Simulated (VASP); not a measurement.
Write the native input for VASP 6.6.1 that does the following.

| Property | Result |
| --- | --- |
| Task | single point |
| Functional | PBE |
| Potentials or basis | VASP PAW PBE potentials, release 64 (Ge_d) |
| Cutoff | 520 eV |
| k mesh | 8 × 8 × 4 |
| Occupations | gaussian, width 0.027 eV |
| Spin | no spin polarisation |
| Dipole correction | no |
| Further INCAR settings | ALGO = Normal; EDIFF = 1e-06; NBANDS = 36 |

The structure of Ge lies in POSCAR:

```
Ge
1.0
    3.9975858431      0.0000000000      0.0000000000
   -1.9987929216      3.4620108940      0.0000000000
    0.0000000000      0.0000000000      6.5993779500
Ge
4
Direct
    0.3333333333      0.6666666667      0.9370987500
    0.6666666667      0.3333333333      0.4370987500
    0.3333333333      0.6666666667      0.5629012500
    0.6666666667      0.3333333333      0.0629012500
```

The input as run:

INCAR

```
PREC     = Accurate       # precision mode
ENCUT    = 520            # plane-wave cutoff, eV
EDIFF    = 1E-6           # SCF threshold, eV
ISMEAR   = 0              # smearing method
SIGMA    = 0.027000000000000003 # smearing width, eV
LREAL    = F              # projectors in reciprocal space
LASPH    = T              # aspherical terms in the spheres
NELM     = 100            # most SCF steps
ALGO     = Normal         # electronic algorithm
ISIF     = 2              # what is computed and relaxed
LWAVE    = F              # write WAVECAR
LCHARG   = F              # write CHGCAR
GGA      = PE             # functional
NBANDS   = 36             # bands
```

KPOINTS

```
Automatic mesh
0
Gamma
  8 8 4
```

Potentials or basis: VASP PAW PBE potentials, release 64 (Ge_d).

Run with:

```bash
$ cat potpaw_PBE.64/Ge_d/POTCAR > POTCAR
$ mpirun -np 1 vasp_std > vasp.out
```

It gave:

- Pressure: 2.9 GPa
- Largest force: 0.019 eV/Å
- Band gap on the k mesh: 0.12 eV, direct

It took 56 s on 1 thread of Intel(R) Xeon(R) 6975P-C (Granite Rapids), with other jobs on the host, peak memory 0.22 GiB.
